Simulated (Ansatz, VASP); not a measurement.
## MgO in VASP and in Ansatz

The input POSCAR:

```
MgO
1.0
    0.0171326694      2.1021680256      2.1021680256
    2.1021680256      0.0171326694      2.1021680256
    2.1193006950      2.1193006950      0.0000000000
Mg O
1 1
Direct
    0.0000000000      0.0000000000      0.0000000000
    0.5000000000      0.5000000000      0.5000000000
```

The input INCAR.step1:

```
PREC = Accurate ; ENCUT = 520
ISMEAR = 0 ; SIGMA = 0.01
LREAL = False ; LASPH = True
NELM = 60 ; NBANDS = 11
GGA = PE ; ALGO = Normal
EDIFF = 1E-4 ; LWAVE = True
LCHARG = False
```

INCAR.step2

```
PREC = Accurate ; ENCUT = 520
EDIFF = 1E-6 ; ISMEAR = 0
SIGMA = 0.01 ; LREAL = False
LASPH = True ; NELM = 60
ALGO = Normal ; ISIF = 2
LWAVE = False ; LCHARG = False
METAGGA = R2SCAN ; LMIXTAU = True
NBANDS = 11 ; ISTART = 1
```

File KPOINTS:

```
Automatic mesh
0
Gamma
  10 10 10
```

Input for Ansatz:

```yaml
crystal:
  lattice:
    - [0.0171326694, 2.1021680256, 2.1021680256]
    - [2.1021680256, 0.0171326694, 2.1021680256]
    - [2.119300695, 2.119300695, 0.0]
  atoms:
    - { symbol: Mg, position: [0.0, 0.0, 0.0] }
    - { symbol: O, position: [0.5, 0.5, 0.5] }
kpoints:
  mp_grid: { grid: [10, 10, 10] }
  band_path:
    path:
      - [0.0, 0.0, 0.0]
      - [0.5, 0.0, 0.5]
      - [0.625, 0.25, 0.625]
      - [0.375, 0.375, 0.75]
      - [0.5, 0.5, 0.5]
      - [0.5, 0.25, 0.75]
    npoints: 1
hamiltonian:
  xc: r2scan
scf:
  occupations: { method: fixed }
  n_extra_bands: 4
output:
  forces: true
  stress: true
  eigenvalues: true
```

Change from the starting cell: shear_xy strain +1.6%.

Alike in both runs: task single point; functional r2SCAN; k mesh 10 × 10 × 10; no spin polarisation.

|  | VASP | Ansatz |
| --- | --- | --- |
| version | VASP 6.6.1 | Ansatz 0.2.0 |
| potentials or method | VASP PAW PBE potentials, release 64 (Mg, O) | plane waves, PAW |
| plane-wave cutoff (eV) | 520 | 500 |
| occupations | gaussian, width 0.01 eV | fixed |
| valence electrons in the cell | 8 | 16 |

|  | VASP | Ansatz | Ansatz less VASP |
| --- | --- | --- | --- |
| gap on the k mesh at the Fermi level (eV) | 5.59 | 5.62 | +0.025 |
| pressure (GPa) | -1.1 | 0.0 | +1.15 |
| traceless stress, the component that is largest in VASP (GPa) | -2.57 | -2.56 | +0.018 |

VASP's potentials were made for PBE, not for r2SCAN. VASP's potentials hold 8 valence electrons a cell and Ansatz's 16, so a difference there can come from the potentials and not from the codes.
